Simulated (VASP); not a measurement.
# GaN: single point with PBEsol

Crystal: GaN.

```
CELL_PARAMETERS angstrom
0.00000 2.24141 2.24141
2.24141 0.00000 2.24141
2.24141 2.24141 0.00000
ATOMIC_POSITIONS crystal
Ga 0.00000 0.00000 0.00000
N 0.25000 0.25000 0.25000
```

| Property | Result |
| --- | --- |
| Program | VASP 6.6.1 |
| Task | single point |
| Functional | PBEsol |
| Potentials or basis | VASP PAW PBE potentials, release 64 (Ga_d, N) |
| Cutoff | 520 eV |
| k mesh | 10 × 10 × 10 |
| Occupations | fermi-dirac, width 0.05 eV |
| Spin | no spin polarisation |
| Dipole correction | no |
| Further INCAR settings | ALGO = Normal; EDIFF = 1e-06; NBANDS = 16 |

| Quantity | Value |
| --- | --- |
| Pressure | 1.7 GPa |
| Band gap on the k mesh | 1.79 eV, direct |

Levels at points of the mesh, in eV from the valence-band top:
```csv
k point,band 5,band 6,band 7,band 8,band 9,band 10,band 11,band 12,band 13,band 14
"(0.00, 0.00, 0.00)",-13.08,-13.08,0.00,0.00,0.00,1.79,10.30,10.30,10.30,17.60
"(0.50, 0.00, 0.00)",-13.03,-11.83,-7.22,-1.00,-1.00,4.67,8.71,10.35,10.35,15.57
"(0.50, 0.50, 0.00)",-13.00,-11.40,-6.25,-2.79,-2.79,3.23,6.65,11.69,14.05,14.05
```

Wall time 12 s on 1 thread of Intel Xeon 6975P-C (shared host), peak memory 0.15 GiB.

Caveat: the PAW data sets were made with another functional, which shifts forces and pressure a little. Expect the measured gap to be larger: semilocal functionals such as PBEsol lack the derivative discontinuity.
